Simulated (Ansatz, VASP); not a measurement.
## Two plane-wave programs on Ir

```xyz
4
Lattice="4.2280 0.0000 0.0000 -2.1140 3.6616 0.0000 0.0000 0.0000 4.8105" Properties=species:S:1:pos:R:3 pbc="T T T"
Ir    0.0000    0.0000    1.2026
Ir    0.0000    0.0000    3.6079
Ir    0.0000    2.4410    3.6079
Ir    2.1140    1.2205    1.2026
```

Alike in both runs: functional PBEsol; k mesh 12 × 12 × 10; occupations gaussian, width 0.1 eV; no spin polarisation.

Ansatz relaxed the structure, and its values are those at the end. VASP's run is a single point on that final structure, the one shown.

```csv
,VASP,Ansatz
version,VASP 6.6.1,Ansatz 0.2.0
potentials or method,"VASP PAW PBE potentials, release 64 (Ir), cutoff 520 eV","scalar-relativistic, plane waves, PAW"
valence electrons in the cell,36,68
```

|  | VASP | Ansatz | Ansatz less VASP |
| --- | --- | --- | --- |
| gap on the k mesh at the Fermi level (eV) | none | none | - |
| pressure (GPa) | 0.2 | 0.0 | -0.19 |

VASP's potentials were made for PBE, not for PBEsol. A gap of «none» marks a metal or a gap that the smearing closes. With one functional, cell and mesh, what is left measures potentials, basis and numerics. VASP's potentials hold 36 valence electrons a cell and Ansatz's 68, so a difference there can come from the potentials and not from the codes.

Spin-orbit coupling is off throughout.
